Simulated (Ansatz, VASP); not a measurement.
**One calculation of KBr, two programs**

```
K Br
1.0
    -0.34758    3.12821    3.12821
     3.12821   -0.34758    3.12821
     3.12821    3.12821   -0.34758
K Br
1 1
Direct
  0.00000 0.00000 0.00000
  0.50000 0.50000 0.50000
```

Alike in both runs: task single point; functional PBE; k mesh 8 × 8 × 8; occupations gaussian, width 0.05 eV; no spin polarisation.

|  | VASP | Ansatz |
| --- | --- | --- |
| version | VASP 6.6.1 | Ansatz 0.2.0 |
| potentials or method | VASP PAW PBE potentials, release 64 (K_sv, Br), cutoff 520 eV | scalar-relativistic, plane waves, PAW |
| valence electrons in the cell | 16 | 16 |

```tsv
	VASP	Ansatz	Ansatz less VASP
gap on the k mesh at the Fermi level (eV)	4.17	4.17	+0.001
least direct gap on the mesh (eV)	4.17	4.17	+0.001
pressure (GPa)	0.7	0.6	-0.04
traceless stress, the component that is largest in VASP (GPa)	0.36	0.37	+0.004
```

The functional is the same, so the differences come from potentials, cutoffs and numerics.
